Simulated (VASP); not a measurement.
# B2SbP3 (P6mm) in VASP: further runs

B2SbP3 is run at these levels: PBE; tasks: single point, relaxation of cell and atoms.

Program: VASP 6.6.1. These are calculated values, not measurements. Logs are shortened: lines on timing, memory, paths and dates and some standing lists are left out, and cuts for length are marked.

## Step 1: The cell of the first run

It takes space group P6mm (No. 183, hexagonal). Conventional cell: a = 4.366 Å, b = 4.366 Å, c = 5.584 Å, α = 90.00°, β = 90.00°, γ = 120.00°. Within 2.6 Å of B (site symmetry 3m) lie 1 P at 1.96 Å and 3 B at 2.52 Å. Within 3.4 Å of Sb (site symmetry 6mm) lie 6 B at 2.61 Å and 2 P at 2.68 to 2.90 Å. Within 2.6 Å of P (site symmetry 3m) lie 1 B at 1.96 Å and 6 P at 2.52 to 2.54 Å. P (site symmetry 6mm) has 6 P at 2.54 Å and 2 Sb at 2.68 to 2.90 Å within 3.3 Å.

## Step 2: Single point, PBE

INCAR reads:

```
ALGO = Normal
EDIFF = 1E-6
ENCUT = 520
GGA = PE
ISIF = 2
ISMEAR = 0
LASPH = True
LCHARG = False
LREAL = False
LWAVE = False
NBANDS = 22
NELM = 100
PREC = Accurate
SIGMA = 0.1
```

KPOINTS reads:

```
k-points
0
Gamma
  12 12 8
```

POSCAR reads:

```
B2SbP3
1.0
    4.3664605668      0.0000000000      0.0000000000
   -2.1832302834      3.7814657755      0.0000000000
    0.0000000000      0.0000000000      5.5843918473
B Sb P
2 1 3
Direct
    0.3333333333      0.6666666667      0.5808797434
    0.6666666667      0.3333333333      0.5808797434
    0.0000000000      0.0000000000      0.4630740390
    0.3333333333      0.6666666667      0.9310285676
    0.6666666667      0.3333333333      0.9310285676
    0.0000000000      0.0000000000      0.9826618789
```

Potentials or basis: VASP PAW PBE potentials, release 64 (B, Sb, P).

Command:

```bash
> cat potpaw_PBE.64/B/POTCAR potpaw_PBE.64/Sb/POTCAR potpaw_PBE.64/P/POTCAR > POTCAR
> mpirun -np 1 vasp_std > vasp.out
```

OUTCAR:

```text
EDIFF = 1E-6
   ENCUT = 520
   GGA = PE
   ISIF = 2
   ISMEAR = 0
   LASPH = True
   LREAL = False
   NELM = 100
   PREC = Accurate

 ion  position               nearest neighbor table
   1  0.333  0.667  0.581-   4 1.96   3 2.61   3 2.61   3 2.61
   2  0.667  0.333  0.581-   5 1.96   3 2.61   3 2.61   3 2.61
   3  0.000  0.000  0.463-   1 2.61   2 2.61   2 2.61   1 2.61   2 2.61   1 2.61   6 2.68   6 2.90

   4  0.333  0.667  0.931-   1 1.96   5 2.52   5 2.52   5 2.52   6 2.54   6 2.54   6 2.54
   5  0.667  0.333  0.931-   2 1.96   4 2.52   4 2.52   4 2.52   6 2.54   6 2.54   6 2.54
   6  0.000  0.000  0.983-   4 2.54   5 2.54   5 2.54   4 2.54   5 2.54   4 2.54   3 2.68   3 2.90

  LATTYP: Found a hexagonal cell.
 ALAT       =     4.3664605668
 C/A-ratio  =     1.2789287254

  Lattice vectors:

 A1 = (   4.3664605668,   0.0000000000,   0.0000000000)
 A2 = (  -2.1832302834,   3.7814657755,   0.0000000000)
 A3 = (   0.0000000000,   0.0000000000,   5.5843918473)

Analysis of symmetry for initial positions (statically):
=====================================================================
 Subroutine PRICEL returns:
 Original cell was already a primitive cell.

 Routine SETGRP: Setting up the symmetry group for a
 hexagonal supercell.

 Subroutine GETGRP returns: Found 12 space group operations
 (whereof 12 operations were pure point group operations)
 out of a pool of 24 trial point group operations.

The static configuration has the point symmetry C_6v.

Analysis of symmetry for dynamics (positions and initial velocities):
=====================================================================
 Subroutine PRICEL returns:
 Original cell was already a primitive cell.

 Routine SETGRP: Setting up the symmetry group for a
 hexagonal supercell.

 Subroutine GETGRP returns: Found 12 space group operations
 (whereof 12 operations were pure point group operations)
 out of a pool of 24 trial point group operations.

The dynamic configuration has the point symmetry C_6v.

 Subroutine INISYM returns: Found 12 space group operations
 (whereof 12 operations are pure point group operations),
 and found     1 'primitive' translations

----------------------------------------------------------------------------------------

                                     Primitive cell

  volume of cell :      92.2074

[... 91 lines left out ...]
   LNONCOLLINEAR =      F non collinear calculations
   LSORBIT =      F    spin-orbit coupling
   LASPH  =      T    aspherical Exc in radial PAW
   ENCUT  =  520.0 eV  38.22 Ry    6.18 a.u.   8.12  8.12 10.38*2*pi/ulx,y,z
   NELM   =    100;   NELMIN=  2; NELMDL= -5     # of ELM steps
   EDIFF  = 0.1E-05   stopping-criterion for ELM
   LREAL  =      F    real-space projection
   EDIFFG = 0.1E-04   stopping-criterion for IOM
   NSW    =      0    number of steps for IOM
   IBRION =     -1    ionic relax: 0-MD 1-quasi-New 2-CG
   NFREE  =      0    steps in history (QN), initial steepest desc. (CG)
   ISIF   =      2    stress and relaxation
   ISYM   =      2    0-nonsym 1-usesym 2-fastsym
   POTIM  = 0.5000    time-step for ionic-motion
   TEBEG  =    0.0;   TEEND  =   0.0 temperature during run
   PSTRESS=    0.0 pullay stress
   NELECT =      26.0000    total number of electrons
   NUPDOWN=      -1.0000    fix difference up-down
   EMIN   =  10.00;   EMAX   =-10.00  energy-range for DOS
   EFERMI =   0.00;   METHOD = LEGACY
   ISMEAR =     0;   SIGMA  =   0.10  broadening in eV -4-tet -1-fermi 0-gaus
   EFERMI_NEDOS =   21; number of points for ismear=-14 and -15
   IALGO  =     38    algorithm
   IMIX   =      4    mixing-type and parameters
     AMIX     =   0.40;   BMIX     =  1.00
     AMIX_MAG =   1.60;   BMIX_MAG =  1.00
  volume/ion in A,a.u.               =      15.37       103.71
  Fermi-wavevector in a.u.,A,eV,Ry     =   1.073521  2.028661 15.680013  1.152448
  Thomas-Fermi vector in A             =   2.209323
   LORBIT       =      0    0 simple, 1 ext, 2 COOP (PROOUT), +10 PAW based schemes
   GGA     = PE    functional components
   LHFCALC =     F    Hartree Fock is set to
   AEXX    =    0.0000 exact exchange contribution
   IVDW    =     0    specifies the selected vdW correction
   LEPSILON=     F    determine dielectric tensor
   LRPA    =     F    only Hartree local field effects (RPA)
 non-spin polarized calculation
 Gauss-broadening in eV      SIGMA  =   0.10
  energy-cutoff  :      520.00
  volume of cell :       92.21
 maximum number of plane-waves:      2502
   NGX = 17   NGY = 17   NGZ = 21

 number of electron      26.0000000 magnetization

 Free energy of the ion-electron system (eV)
  ---------------------------------------------------
  ext. energy  EPLUGINS =         0.00000000
  ---------------------------------------------------
  free energy    TOTEN  =       -28.05756080 eV

  energy without entropy =      -28.04322515  energy(sigma->0) =      -28.05039298

 E-fermi :   7.9591     XC(G=0): -10.6568

 val. band max:        7.9524203065   @ k =   0.1667   0.0833   0.1250
 cond. band min:       7.9645937052   @ k =   0.1667   0.0833   0.0000
 fundamental gap:      0.0121733987
 Fermi energy:         7.9591379834

 k-point     1 :       0.0000    0.0000    0.0000
  band No.  band energies     occupation
      1      -7.9893      2.00000
      2      -3.1890      2.00000
      3      -1.4140      2.00000
      4      -0.1796      2.00000
      5       2.0030      2.00000
      6       2.4780      2.00000
[... 589 lines left out ...]
     21      13.2668      0.00000
     22      13.2911      0.00000

 [... further k-points ...]
[... 5 lines left out ...]
  --------------------------------------------------------------------------------------
  -------------------------------------------------------------------------------------
  Total       -0.0711221     -0.0711221     -0.0954067      0.0000000     -0.0000000      0.0000000
  in kB       -1.2358039     -1.2358039     -1.6577684      0.0000000     -0.0000000      0.0000000
  external PRESSURE =      -1.3764587 kB  Pullay stress =       0.0000000 kB

 VOLUME and BASIS-vectors are now :
 -----------------------------------------------------------------------------
  energy-cutoff  :      520.00
  volume of cell :       92.21
      direct lattice vectors                 reciprocal lattice vectors
     4.366460567  0.000000000  0.000000000     0.229018443  0.132223860  0.000000000
    -2.183230283  3.781465776  0.000000000     0.000000000  0.264447719  0.000000000
     0.000000000  0.000000000  5.584391847     0.000000000  0.000000000  0.179070529

 POSITION                                       TOTAL-FORCE (eV/Angst)
 -----------------------------------------------------------------------------------
     -0.00000      2.52098      3.24386        -0.000000      0.000000      0.014676
      2.18323      1.26049      3.24386         0.000000      0.000000      0.014676
      0.00000      0.00000      2.58599        -0.000000     -0.000000      0.005906
     -0.00000      2.52098      5.19923         0.000000      0.000000     -0.009821
      2.18323      1.26049      5.19923        -0.000000      0.000000     -0.009821
      0.00000      0.00000      5.48757        -0.000000      0.000000     -0.015615
 -----------------------------------------------------------------------------------
    total drift:                               -0.000000     -0.000000      0.000486

  FREE ENERGIE OF THE ION-ELECTRON SYSTEM (eV)
  ---------------------------------------------------
  free  energy   TOTEN  =       -28.0575608031 eV

  energy  without entropy=      -28.0432251539  energy(sigma->0) =      -28.05039298
```

OSZICAR:

```text
N       E                     dE             d eps       ncg     rms          rms(c)
DAV:   1     0.819631203884E+02    0.81963E+02   -0.10482E+04  4180   0.100E+03
DAV:   2    -0.226833464639E+02   -0.10465E+03   -0.99936E+02  5394   0.168E+02
DAV:   3    -0.287614483280E+02   -0.60781E+01   -0.59618E+01  5446   0.400E+01
DAV:   4    -0.288524035533E+02   -0.90955E-01   -0.90712E-01  5338   0.532E+00
DAV:   5    -0.288541106354E+02   -0.17071E-02   -0.17066E-02  5568   0.684E-01    0.103E+01
DAV:   6    -0.281106244189E+02    0.74349E+00   -0.30962E+00  5136   0.775E+00    0.570E+00
DAV:   7    -0.280645792962E+02    0.46045E-01   -0.68044E-01  5330   0.384E+00    0.332E+00
DAV:   8    -0.280582206036E+02    0.63587E-02   -0.77417E-02  5228   0.138E+00    0.996E-01
DAV:   9    -0.280575217115E+02    0.69889E-03   -0.97885E-03  5444   0.528E-01    0.241E-01
DAV:  10    -0.280575264665E+02   -0.47550E-05   -0.18912E-03  5354   0.211E-01    0.864E-02
DAV:  11    -0.280575438732E+02   -0.17407E-04   -0.24921E-04  5284   0.799E-02    0.282E-02
DAV:  12    -0.280575595672E+02   -0.15694E-04   -0.38039E-05  5188   0.362E-02    0.856E-03
DAV:  13    -0.280575606320E+02   -0.10648E-05   -0.31680E-06  5042   0.974E-03    0.637E-03
DAV:  14    -0.280575608031E+02   -0.17105E-06   -0.52239E-07  3272   0.416E-03
   1 F= -.28057561E+02 E0= -.28050393E+02  d E =-.143356E-01
```

stdout:

```text
POSCAR found type information on POSCAR B SbP
 POSCAR found :  3 types and       6 ions
 scaLAPACK will be used
 LDA part: xc-table for (Slater+PW92), standard interpolation
 POSCAR, INCAR and KPOINTS ok, starting setup
 FFT: planning ... GRIDC
 FFT: planning ... GRID_SOFT
 FFT: planning ... GRID
 WAVECAR not read
 entering main loop
```

Run time: 99 s. Hardware: 1 thread of AMD EPYC 9R45 (Zen 5), shared host; peak memory 0.29 GiB.

Results:

* Free energy: -28.0576 eV
* Pressure: -0.1 GPa
* Largest force: 0.016 eV/Å
* Band gap on the k mesh: zero (band 13 reaches 9.24 eV, above the bottom of band 14 at 6.49 eV)

Forces in eV/Å, atoms in the order of the input:
```
B    0.000  0.000  0.015
B    0.000  0.000  0.015
Sb   0.000  0.000  0.006
P    0.000  0.000 -0.010
P    0.000  0.000 -0.010
P    0.000  0.000 -0.016
```

Caveat: spin-orbit coupling is left out, which moves the levels of the heavy elements.

## Step 3: Relaxation of cell and atoms, PBE

This run uses another cell than the first one, of 20.79 Å³/atom, 1.353 times its volume.

INCAR reads:

```
SYSTEM = B2SbP3
PREC = Accurate
ENCUT = 600
EDIFF = 1E-7
ISMEAR = 0
SIGMA = 0.1
LREAL = .False.
LASPH = .True.
NELM = 80
ALGO = Normal
ISIF = 3
LWAVE = .False.
LCHARG = .False.
GGA = PE
IBRION = 2
NSW = 90
EDIFFG = -0.04
```

KPOINTS reads:

```
Automatic mesh
0
Gamma
  6 6 4
  0 0 0
```

POSCAR reads:

```
B2SbP3
1.0
    4.7053713600      0.0000000000      0.0000000000
   -2.3526856800      4.0749711300      0.0000000000
    0.0000000000      0.0000000000      6.5055137200
B Sb P
2 1 3
Direct
    0.3333333300      0.6666666700      0.4702565000
    0.6666666700      0.3333333300      0.4702565000
    0.0000000000      0.0000000000      0.5411112300
    0.3333333300      0.6666666700      0.8737569600
    0.6666666700      0.3333333300      0.8737569600
    0.0000000000      0.0000000000      0.2404143900
```

Potentials or basis: VASP PAW PBE potentials, release 64 (B, Sb, P).

Command:

```bash
> cat potpaw_PBE.64/B/POTCAR potpaw_PBE.64/Sb/POTCAR potpaw_PBE.64/P/POTCAR > POTCAR
> mpirun -np 1 vasp_std > vasp.out
```

It took 25 min on 1 thread of AMD EPYC 9R45 (Zen 5), shared host; peak memory 0.3 GiB.

Results (log left out):

| Item | Value |
| --- | --- |
| Free energy | -27.0378 eV |
| Relaxed volume | 15.37 Å³/atom |
| Relaxed cell | a = 3.635 Å, b = 3.635 Å, c = 8.061 Å, α = 90.00°, β = 90.00°, γ = 120.00° |
| Space group after relaxing (to 0.05 Å) | P6mm (No. 183) |
| Energy gained by relaxing | 1079.6 meV/atom |
| Ionic steps | 53 |
| Pressure after relaxing | 0.0 GPa |
| Largest force after relaxing | 0.020 eV/Å |
| Band gap on the k mesh | zero (band 13 reaches 8.51 eV, above the bottom of band 14 at 7.72 eV) |

Forces on the atoms (eV/Å):
```
B    0.000  0.000 -0.018
B    0.000  0.000 -0.018
Sb   0.000  0.000 -0.002
P    0.000  0.000  0.008
P    0.000  0.000  0.008
P    0.000  0.000  0.020
```

Stress tensor (GPa, compression positive):
```
 0.02  0.00  0.00
 0.00  0.02  0.00
 0.00  0.00 -0.07
```

The path:
| step | energy change (eV) | largest force (eV/Å) | pressure (GPa) | volume (Å³) |
| --- | --- | --- | --- | --- |
| 1 | 0.0000 | 14.9146 | 3.03 | 124.74 |
| 3 | -1.9930 | 0.8918 | -11.90 | 129.97 |
| 5 | -3.6694 | 2.0043 | 0.11 | 98.13 |
| 7 | -4.9730 | 1.5550 | 12.54 | 85.34 |
| 9 | -5.4011 | 1.1653 | 5.60 | 90.21 |
| 11 | -5.8848 | 1.1528 | 1.66 | 99.98 |
| 13 | -6.0277 | 0.7736 | -1.08 | 103.74 |
| 15 | -6.1530 | 0.5525 | -1.20 | 102.40 |
| 17 | -6.2072 | 0.4260 | 0.14 | 100.12 |
| 19 | -6.2458 | 0.3794 | -0.91 | 99.37 |
| 21 | -6.2594 | 0.1917 | -0.65 | 98.39 |
| 23 | -6.2783 | 0.1177 | 0.18 | 95.48 |
| 25 | -6.2880 | 0.1506 | -0.49 | 94.27 |
| 27 | -6.2930 | 0.0966 | -0.18 | 93.89 |
| 29 | -6.3190 | 0.2183 | 0.27 | 90.87 |
| 31 | -6.3243 | 0.2538 | 0.49 | 90.01 |
| 33 | -6.3339 | 0.3135 | 0.89 | 88.76 |
| 35 | -6.3410 | 0.3180 | 0.94 | 88.52 |
| 37 | -6.3478 | 0.3888 | 1.16 | 87.99 |
| 39 | -6.3788 | 0.3329 | 0.79 | 88.35 |
| 41 | -6.4315 | 0.5297 | -0.34 | 89.92 |
| 43 | -6.4624 | 0.1409 | 1.09 | 89.33 |
| 45 | -6.4690 | 0.1412 | -0.16 | 90.71 |
| 47 | -6.4735 | 0.1326 | 0.20 | 91.14 |
| 49 | -6.4751 | 0.1175 | 0.12 | 91.60 |
| 51 | -6.4773 | 0.0553 | 0.04 | 92.19 |
| 53 | -6.4775 | 0.0203 | -0.01 | 92.24 |

Final structure:
```
B Sb P
1.0
     3.63506    0.00000    0.00000
    -1.81753    3.14805    0.00000
     0.00000    0.00000    8.06059
B Sb P
2 1 3
Direct
  0.33333 0.66667 0.37303
  0.66667 0.33333 0.37303
  0.00000 0.00000 0.59075
  0.33333 0.66667 0.98273
  0.66667 0.33333 0.98273
  0.00000 0.00000 0.16728
```

Levels at points of the mesh, in eV from the Fermi level:
```csv
k point,band 10,band 11,band 12,band 13,band 14,band 15,band 16,band 17
"(0.00, 0.00, 0.00)",-2.37,-1.34,-1.34,-0.78,1.05,1.05,1.63,1.96
"(0.50, 0.00, 0.00)",-2.40,-2.32,-1.75,-0.48,-0.19,0.19,1.34,2.72
"(0.00, 0.00, 0.50)",-2.37,-1.85,-1.34,-1.34,0.82,0.82,1.87,2.02
"(0.50, 0.00, 0.50)",-3.61,-3.21,-1.94,0.19,0.95,1.78,2.13,2.14
```

Caveat: the volume moved by over 15 % at a fixed basis, so the end points are rough; spin-orbit coupling is left out, which moves the levels of the heavy elements; this functional lacks dispersion, which binds the layers, so the pressure and a relaxed spacing across them are unreliable.

(Continued in part 2 of 2.)
